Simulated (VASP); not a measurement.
A run of VASP 6.6.1 is set up as follows.

The input INCAR:

```
  ALGO = Normal
  EDIFF = 1E-6
  ENCUT = 520
  GGA = PS
  ISIF = 2
  ISMEAR = 0
  LASPH = T
  LCHARG = F
  LREAL = F
  LWAVE = F
  NBANDS = 15
  NELM = 100
  PREC = Accurate
  SIGMA = 0.1
```

File KPOINTS:

```
k-points
0
Gamma
  15 15 8
```

File POSCAR:

```
Os
1.0
    2.6895239996      0.0000000000      0.0000000000
   -1.3447619998      2.3291961078      0.0000000000
    0.0000000000      0.0000000000      4.3858775774
Os
2
Direct
    0.3333333333      0.6666666667      0.2500000000
    0.6666666667      0.3333333333      0.7500000000
```

Potentials or basis: VASP PAW PBE potentials, release 64 (Os).

Launch:

```console
$ cat potpaw_PBE.64/Os/POTCAR > POTCAR
$ mpirun -np 1 vasp_std > vasp.out
```

Question: What does it give for the pressure?

Answer: 5.5 GPa.

Question: Predict the band gap on the k mesh.

Answer: Zero (band 8 reaches 11.93 eV, above the bottom of band 9 at 7.76 eV).

Stress tensor (GPa, compression positive):
```
12.02  0.00  0.00
 0.00 12.02  0.00
 0.00  0.00 -7.61
```

Caveat: the PAW data sets were made with another functional, which shifts forces and pressure a little; spin-orbit coupling is left out, which moves the levels of the heavy elements.
